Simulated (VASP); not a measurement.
The system is KBr.

```
K Br
1.0
     0.00000    3.30244    3.30244
     3.30244    0.00000    3.30244
     3.30244    3.30244    0.00000
K Br
1 1
Direct
  0.00000 0.00000 0.00000
  0.50000 0.50000 0.50000
```

Base run:

| Quantity | Value |
| --- | --- |
| Program | VASP 6.6.1 |
| Functional | PBE |
| Potentials or basis | VASP PAW PBE potentials, release 64 (K_sv, Br) |
| Cutoff | 520 eV |
| k mesh | 4 × 4 × 4 |
| Occupations | gaussian, width 0.01 eV |
| Spin | no spin polarisation |

Its results: band gap on the k mesh 4.43 eV; pressure 0.7 GPa.

Question: The run is repeated on the same cell with these changes: functional from PBE to r2SCAN. What comes out?

Answer: Band gap on the k mesh 5.07 eV; pressure 0.0 GPa.

Caveats: the PAW data sets were made with another functional, which shifts forces and pressure a little (at least some runs).

